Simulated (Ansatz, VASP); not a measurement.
**One calculation of BAs, two programs**

File INCAR:

```
ALGO = Normal ; EDIFF = 1E-6
ENCUT = 520 ; GGA = PE
ISIF = 2 ; ISMEAR = 0
LASPH = True ; LCHARG = True
LELF = True ; LREAL = False
LVHAR = True ; LWAVE = False
NBANDS = 11 ; NELM = 100
PREC = Accurate ; SIGMA = 0.05
```

KPOINTS

```
k-points
0
Gamma
  10 10 10
```

Contents of POSCAR:

```
BAs
1.0
    0.0000000000      2.5005876081      2.5005876081
    2.5005876081      0.0000000000      2.5005876081
    2.5005876081      2.5005876081      0.0000000000
B As
1 1
Direct
    0.0000000000      0.0000000000      0.0000000000
    0.7500000000      0.7500000000      0.7500000000
```

Input for Ansatz:

```yaml
crystal:
  lattice:
    - [0.0, 2.5005876081, 2.5005876081]
    - [2.5005876081, 0.0, 2.5005876081]
    - [2.5005876081, 2.5005876081, 0.0]
  atoms:
    - { symbol: B, position: [0.0, 0.0, 0.0] }
    - { symbol: As, position: [0.75, 0.75, 0.75] }
basis:
  ecutwfc: 420
kpoints:
  mp_grid: { grid: [10, 10, 10] }
hamiltonian:
  xc: pbe
scf:
  occupations: { method: gaussian, width: 0.05 }
output:
  forces: true
  stress: true
  eigenvalues: true
```

Change from the starting cell: strain +0.040 along x and y, +0.040 along z, atoms carried along.

Alike in both runs: task single point; functional PBE; k mesh 10 × 10 × 10; occupations gaussian, width 0.05 eV; no spin polarisation.

```csv
,VASP,Ansatz
version,VASP 6.6.1,Ansatz 0.2.0
potentials or method,"VASP PAW PBE potentials, release 64 (B, As), cutoff 520 eV","scalar-relativistic, plane waves, PAW"
valence electrons in the cell,8,18
```

Ansatz gave:

```
gap on the k mesh at the Fermi level (eV) : 1.31
least direct gap on the mesh (eV)         : 3.01
pressure (GPa)                            : -12.1
```

Q: What did VASP give for the same quantities?

A: gap on the k mesh at the Fermi level (eV): 1.31; least direct gap on the mesh (eV): 3.02; pressure (GPa): -11.7.

VASP's potentials hold 8 valence electrons a cell and Ansatz's 18, so a difference there can come from the potentials and not from the codes.
